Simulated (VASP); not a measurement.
Input of a VASP 6.6.1 run:

Contents of POSCAR:

```
WSe2
1.0
    3.4145691052      0.0000000000      0.0000000000
   -1.7072845526      2.9571035881      0.0000000000
    0.0000000000      0.0000000000     14.1407836613
W Se
2 4
Direct
    0.6666666667      0.3333333333      0.7500000000
    0.3333333333      0.6666666667      0.2500000000
    0.3333333333      0.6666666667      0.8652083101
    0.6666666667      0.3333333333      0.3652083101
    0.3333333333      0.6666666667      0.6347916899
    0.6666666667      0.3333333333      0.1347916899
```

Contents of INCAR.step1:

```
SYSTEM = WSe2
PREC = Accurate
ENCUT = 520
ISMEAR = 0
SIGMA = 0.02
LREAL = .False.
LASPH = .True.
NELM = 80
NBANDS = 35
GGA = PE
ALGO = Normal
EDIFF = 1E-4
LWAVE = .True.
LCHARG = .False.
```

Contents of INCAR.step2:

```
SYSTEM = WSe2
PREC = Accurate
ENCUT = 520
EDIFF = 1E-7
ISMEAR = 0
SIGMA = 0.02
LREAL = .False.
LASPH = .True.
NELM = 80
ALGO = Normal
ISIF = 2
LWAVE = .False.
LCHARG = .True.
METAGGA = R2SCAN
LMIXTAU = .True.
LELF = .True.
LVHAR = .True.
NBANDS = 35
ISTART = 1
```

Contents of KPOINTS:

```
regular mesh
0
Gamma
  12 12 2
  0 0 0
```

Potentials or basis: VASP PAW PBE potentials, release 64 (W_sv, Se).

Run with:

```console
$ cat potpaw_PBE.64/W_sv/POTCAR potpaw_PBE.64/Se/POTCAR > POTCAR
$ cp INCAR.step1 INCAR
$ mpirun -np 1 vasp_std > vasp.out
$ cp INCAR.step2 INCAR
$ mpirun -np 1 vasp_std > vasp.out
```

(1) Predict the pressure.

(2) What does it give for the band gap on the k mesh?

Answers

(1) -3.9 GPa.

(2) 0.91 eV, indirect (least direct gap 1.28 eV).

Caveat: the PAW data sets were made with another functional, which shifts forces and pressure a little; spin-orbit coupling is left out, which moves the levels of the heavy elements.
